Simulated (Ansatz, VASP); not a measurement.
# One calculation of Os, two programs

```xyz
2
Lattice="0.0000 2.8157 2.8157 2.8157 0.0000 2.8157 2.8157 2.8157 0.0000" Properties=species:S:1:pos:R:3 pbc="T T T"
Os    0.7039    0.7039    0.7039
Os    4.9275    4.9275    4.9275
```

Alike in both runs: functional BLYP; k mesh 10 × 10 × 10; occupations fermi-dirac, width 0.1 eV; no spin polarisation.

Ansatz relaxed the structure, and its values are those at the end. VASP's run is a single point on that final structure, the one shown.

|  | VASP | Ansatz |
| --- | --- | --- |
| version | VASP 6.6.1 | Ansatz 0.2.0 |
| potentials or method | VASP PAW PBE potentials, release 64 (Os), cutoff 520 eV | plane waves (420 eV) with PAW, scalar-relativistic |
| valence electrons in the cell | 16 | 32 |

```tsv
	VASP	Ansatz	Ansatz less VASP
pressure (GPa)	0.5	0.0	-0.45
```

VASP's potentials were made for PBE, not for BLYP. VASP's potentials hold 16 valence electrons a cell and Ansatz's 32, so a difference there can come from the potentials and not from the codes.

Neither program's run includes spin-orbit coupling.
